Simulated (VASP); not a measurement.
Here is a VASP 6.6.1 calculation.

File INCAR:

```
ALGO = Normal ; EDIFF = 1E-6
ENCUT = 520 ; GGA = PE
ISIF = 2 ; ISMEAR = 0
ISPIN = 2 ; LASPH = True
LCHARG = False ; LMAXMIX = 4
LORBIT = 11 ; LREAL = False
LWAVE = False ; MAGMOM = 2.44
NBANDS = 14 ; NELM = 150
PREC = Accurate ; SIGMA = 0.15
```

The input KPOINTS:

```
k-points
0
Gamma
  12 12 12
```

The input POSCAR:

```
Fe
1.0
   -1.3225941758      1.3225941758      1.5357963570
    1.3225941758     -1.3225941758      1.5357963570
    1.3225941758      1.3225941758     -1.5357963570
Fe
1
Direct
    0.0000000000      0.0000000000      0.0000000000
```

Potentials or basis: VASP PAW PBE potentials, release 64 (Fe).

The run is started by

```console
$ cat potpaw_PBE.64/Fe/POTCAR > POTCAR
$ mpirun -np 1 vasp_std > vasp.out
```

(1) Predict the site moments.

(2) Estimate the pressure.

Results:

(1) Fe +2.12 μB.

(2) 14.1 GPa.
